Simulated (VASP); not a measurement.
Set up this calculation in VASP 6.6.1, as the native input.

| Property | Result |
| --- | --- |
| Task | single point |
| Functional | r2SCAN |
| Potentials or basis | VASP PAW PBE potentials, release 64 (W_sv) |
| Cutoff | 520 eV |
| k mesh | 30 × 30 × 30 |
| Occupations | gaussian, width 0.15 eV |
| Spin | no spin polarisation |
| Dipole correction | no |
| Further INCAR settings | ALGO = Normal; EDIFF = 1e-07; NBANDS = 13 |

The system is W.

```
CELL_PARAMETERS angstrom
-1.49077 1.49077 1.78893
1.49077 -1.49077 1.78893
1.49077 1.49077 -1.78893
ATOMIC_POSITIONS crystal
W 0.00000 0.00000 0.00000
```

This cell differs from its parent crystal: ratio of the length along z to the lengths across it x 1.2, volume and fractional coordinates fixed.

These files were run (other wordings do the same):

POSCAR

```
W
1.0
   -1.4907745297      1.4907745297      1.7889294356
    1.4907745297     -1.4907745297      1.7889294356
    1.4907745297      1.4907745297     -1.7889294356
W
1
Direct
    0.0000000000      0.0000000000      0.0000000000
```

INCAR.step1

```
SYSTEM = W
PREC = Accurate
ENCUT = 520
ISMEAR = 0
SIGMA = 0.15
LREAL = .FALSE.
LASPH = .TRUE.
NELM = 60
NBANDS = 13
GGA = PE
ALGO = Normal
EDIFF = 1E-4
LWAVE = .TRUE.
LCHARG = .FALSE.
LUSENCCL = .FALSE.
```

INCAR.step2

```
SYSTEM = W
PREC = Accurate
ENCUT = 520
EDIFF = 1E-7
ISMEAR = 0
SIGMA = 0.15
LREAL = .FALSE.
LASPH = .TRUE.
NELM = 60
ALGO = Normal
ISIF = 2
LWAVE = .FALSE.
LCHARG = .FALSE.
METAGGA = R2SCAN
LMIXTAU = .TRUE.
NBANDS = 13
ISTART = 1
LUSENCCL = .FALSE.
```

KPOINTS

```
regular mesh
0
G
  30 30 30
  0 0 0
```

Potentials or basis: VASP PAW PBE potentials, release 64 (W_sv).

Launch:

```sh
$ cat potpaw_PBE.64/W_sv/POTCAR > POTCAR
$ cp INCAR.step1 INCAR
$ mpirun -np 1 vasp_std > vasp.out
$ cp INCAR.step2 INCAR
$ mpirun -np 1 vasp_std > vasp.out
```

Results of the run:

```yaml
Pressure: 5.3 GPa
Band_gap_on_the_k_mesh: zero (bands 7 and 8 overlap by 6.03 eV)
```

Caveat: the cell stands under pressure; the PAW data sets were made with another functional, which shifts forces and pressure a little; spin-orbit coupling is left out, which moves the levels of the heavy elements.

Wall time 14 min on 1 × NVIDIA H100 80GB with 1 thread of AMD EPYC 7R13 Processor (Zen 3), with other jobs on the host, peak memory 1.5 GiB.
